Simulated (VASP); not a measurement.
Input of a VASP 6.6.1 run:

File INCAR:

```
  ALGO = Normal
  EDIFF = 1E-6
  ENCUT = 520
  GGA = PE
  ISIF = 2
  ISMEAR = 0
  LASPH = T
  LCHARG = F
  LREAL = Auto
  LWAVE = F
  NBANDS = 202
  NELM = 80
  PREC = Accurate
  SIGMA = 0.05
```

KPOINTS

```
k-points
0
Gamma
  3 3 3
```

File POSCAR:

```
In2O3
1.0
   -5.4870000000     -3.1679210000      4.8366670000
    5.4870000000     -3.1679210000      4.8366670000
    0.0000000000      6.3358420000      4.8366670000
In O
16 24
Direct
    0.3573100000      0.3573100000      0.3573100000
    0.8573100000      0.8573100000      0.3573100000
    0.8573100000      0.3573100000      0.8573100000
    0.3573100000      0.8573100000      0.8573100000
    0.1426900000      0.1426900000      0.1426900000
    0.6426900000      0.6426900000      0.1426900000
    0.6426900000      0.1426900000      0.6426900000
    0.1426900000      0.6426900000      0.6426900000
    0.6426900000      0.6426900000      0.6426900000
    0.1426900000      0.1426900000      0.6426900000
    0.1426900000      0.6426900000      0.1426900000
    0.6426900000      0.1426900000      0.1426900000
    0.8573100000      0.8573100000      0.8573100000
    0.3573100000      0.3573100000      0.8573100000
    0.3573100000      0.8573100000      0.3573100000
    0.8573100000      0.3573100000      0.3573100000
    0.6010000000      0.3990000000      0.7500000000
    0.1010000000      0.8990000000      0.7500000000
    0.1010000000      0.3990000000      0.2500000000
    0.6010000000      0.8990000000      0.2500000000
    0.7500000000      0.6010000000      0.3990000000
    0.2500000000      0.1010000000      0.3990000000
    0.2500000000      0.6010000000      0.8990000000
    0.7500000000      0.1010000000      0.8990000000
    0.3990000000      0.7500000000      0.6010000000
    0.8990000000      0.2500000000      0.6010000000
    0.8990000000      0.7500000000      0.1010000000
    0.3990000000      0.2500000000      0.1010000000
    0.3990000000      0.6010000000      0.2500000000
    0.8990000000      0.1010000000      0.2500000000
    0.8990000000      0.6010000000      0.7500000000
    0.3990000000      0.1010000000      0.7500000000
    0.2500000000      0.3990000000      0.6010000000
    0.7500000000      0.8990000000      0.6010000000
    0.7500000000      0.3990000000      0.1010000000
    0.2500000000      0.8990000000      0.1010000000
    0.6010000000      0.2500000000      0.3990000000
    0.1010000000      0.7500000000      0.3990000000
    0.1010000000      0.2500000000      0.8990000000
    0.6010000000      0.7500000000      0.8990000000
```

Potentials or basis: VASP PAW PBE potentials, release 64 (In_d, O).

Run with:

```bash
$ cat potpaw_PBE.64/In_d/POTCAR potpaw_PBE.64/O/POTCAR > POTCAR
$ mpirun -np 1 vasp_std > vasp.out
```

(1) Predict the pressure.

(2) What does it give for the largest force?

(3) What does it give for the band gap on the k mesh?

Results:

(1) 8.9 GPa.

(2) 0.140 eV/Å.

(3) 1.30 eV.

Caveat: the cell stands under pressure; spin-orbit coupling is left out, which moves the levels of the heavy elements; an odd mesh through Γ misses points on the zone boundary, where band edges can lie.
